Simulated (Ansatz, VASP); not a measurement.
# Nb in VASP and in Ansatz

Contents of INCAR:

```
SYSTEM = Nb
PREC = Accurate
ENCUT = 520
EDIFF = 1E-6
ISMEAR = -1
SIGMA = 0.08
LREAL = .FALSE.
LASPH = .TRUE.
NELM = 100
ALGO = Normal
ISIF = 2
LWAVE = .FALSE.
LCHARG = .FALSE.
GGA = PE
NBANDS = 20
```

KPOINTS

```
Automatic mesh
0
G
  11 11 11
  0 0 0
```

File POSCAR:

```
Nb
1.0
    0.0000000000      2.9264587555      2.9264587555
    2.9264587555      0.0000000000      2.9264587555
    2.9264587555      2.9264587555      0.0000000000
Nb
2
Direct
    0.0000000000      0.0000000000      0.0000000000
    0.2500000000      0.2500000000      0.2500000000
```

Input for Ansatz:

```yaml
crystal:
  lattice:
    - [0.0, 2.9264587555, 2.9264587555]
    - [2.9264587555, 0.0, 2.9264587555]
    - [2.9264587555, 2.9264587555, 0.0]
  atoms:
    - { symbol: Nb, position: [0.0, 0.0, 0.0] }
    - { symbol: Nb, position: [0.25, 0.25, 0.25] }
kpoints:
  mp_grid: { grid: [11, 11, 11] }
scf:
  occupations: { method: fermi_dirac, width: 0.08 }
hamiltonian:
  xc: pbe
  pseudopotentials: { kind: all_electron, lapw: { basis_error: 0.0005 } }
output:
  forces: true
  stress: true
  eigenvalues: true
```

Change from the starting cell: volume scaled by 0.97.

Alike in both runs: task single point; functional PBE; k mesh 11 × 11 × 11; occupations fermi-dirac, width 0.08 eV; no spin polarisation.

|  | VASP | Ansatz |
| --- | --- | --- |
| version | VASP 6.6.1 | Ansatz 0.2.0 |
| potentials or method | VASP PAW PBE potentials, release 64 (Nb_sv), cutoff 520 eV | all-electron LAPW, scalar-relativistic |

|  | VASP | Ansatz | Ansatz less VASP |
| --- | --- | --- | --- |
| pressure (GPa) | 2.1 | 2.1 | 0.00 |

Ansatz ran all-electron here, and VASP with PAW potentials.
